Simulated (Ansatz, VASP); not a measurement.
# Two plane-wave programs on PtSeS4

```
Pt Se S
1.0
    -2.85045    2.85045    3.35970
     2.85045   -2.85045    3.35970
     2.85045    2.85045   -3.35970
Pt Se S
1 1 4
Cartesian
  0.0000 0.0000 0.0000
  0.0000 0.0000 3.3597
  0.7109 3.5613 1.6799
  -0.7109 2.1396 1.6799
  3.5613 -0.7109 1.6799
  2.1396 0.7109 1.6799
```

Change from the starting cell: species swapped into the FeCoSn4 type (I422, No. 97).

Alike in both runs: functional PBE; k mesh 4 × 4 × 4; occupations gaussian, width 0.1 eV; no spin polarisation.

Ansatz relaxed the structure, and its values are those at the end. VASP's run is a single point on that final structure, the one shown.

```csv
,VASP,Ansatz
version,VASP 6.6.1,Ansatz 0.2.0
potentials or method,"VASP PAW PBE potentials, release 64 (Pt, Se, S), cutoff 520 eV","scalar-relativistic, plane waves, PAW"
valence electrons in the cell,40,58
```

```csv
,VASP,Ansatz,Ansatz less VASP
gap on the k mesh at the Fermi level (eV),none,none,-
pressure (GPa),-0.3,0.0,+0.34
rms of the force components (eV/Å),0.067,0.002,-0.0652
```

A gap of «none» marks a metal or a gap that the smearing closes. VASP's potentials hold 40 valence electrons a cell and Ansatz's 58, so a difference there can come from the potentials and not from the codes.

The k mesh is coarse, so the values compare programs but aren't converged. Spin-orbit coupling is off throughout.
